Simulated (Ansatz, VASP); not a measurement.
LiZn3F2 in VASP and in Ansatz

Contents of INCAR:

```
SYSTEM = LiZn3F2
ALGO = Normal
EDIFF = 1E-7
ENCUT = 520
GGA = PE
ISIF = 2
ISMEAR = 0
ISPIN = 2
LASPH = .True.
LCHARG = .False.
LORBIT = 11
LREAL = .False.
LWAVE = .False.
MAGMOM = 0 0 0 0 1 1
NBANDS = 40
NELM = 150
PREC = Accurate
SIGMA = 0.1
```

File KPOINTS:

```
k-points
0
Gamma
  6 6 6
  0 0 0
```

The input POSCAR:

```
LiZn3F2
1.0
    3.8773147992      2.2385687430      2.1493286970
   -3.8773147992      2.2385687430      2.1493286970
    0.0000000000     -4.4771374861      2.1493286970
Li Zn F
1 3 2
Direct
    0.0000000000      0.0000000000      0.0000000000
    0.5000000000      0.5000000000      0.0000000000
    0.5000000000      0.0000000000      0.5000000000
    0.0000000000      0.5000000000      0.5000000000
    0.7366908388      0.7366908388      0.7366908388
    0.2633091612      0.2633091612      0.2633091612
```

Input for Ansatz:

```yaml
crystal:
  lattice:
    - [3.8773147992, 2.238568743, 2.149328697]
    - [-3.8773147992, 2.238568743, 2.149328697]
    - [0.0, -4.4771374861, 2.149328697]
  atoms:
    - { symbol: Li, position: [0.0, 0.0, 0.0] }
    - { symbol: Zn, position: [0.5, 0.5, 0.0] }
    - { symbol: Zn, position: [0.5, 0.0, 0.5] }
    - { symbol: Zn, position: [0.0, 0.5, 0.5] }
    - { symbol: F, position: [0.7366908388, 0.7366908388, 0.7366908388], spin: 1.0 }
    - { symbol: F, position: [0.2633091612, 0.2633091612, 0.2633091612], spin: 1.0 }
basis:
  ecutwfc: 420
kpoints:
  mp_grid: { grid: [6, 6, 6] }
hamiltonian:
  xc: pbe
scf:
  occupations: { method: gaussian, width: 0.1 }
  lower_state_search: "off"
output:
  forces: true
  stress: true
  eigenvalues: true
  populations: true
magnetization:
  spin_polarized: true
```

Alike in both runs: task single point; functional PBE; k mesh 6 × 6 × 6; occupations gaussian, width 0.1 eV; collinear spin.

|  | VASP | Ansatz |
| --- | --- | --- |
| version | VASP 6.6.1 | Ansatz 0.2.0 |
| potentials or method | VASP PAW PBE potentials, release 64 (Li_sv, Zn, F), cutoff 520 eV | scalar-relativistic, plane waves, PAW |
| valence electrons in the cell | 53 | 53 |

|  | VASP | Ansatz | Ansatz less VASP |
| --- | --- | --- | --- |
| gap on the k mesh at the Fermi level (eV) | none | none | - |
| rms of the force components (eV/Å) | 0.010 | 0.010 | +0.0005 |
| net moment per atom (μB) | 0.00 | 0.00 | 0.000 |

Atom by atom the forces differ by 0.020 eV/Å (rms over components). A gap of «none» marks a metal or a gap that the smearing closes. Ansatz's warnings: seeded moment not kept.

Noted on VASP's run: the cutoff is under 1.25 times that of the potentials, so the pressure is a little rough.
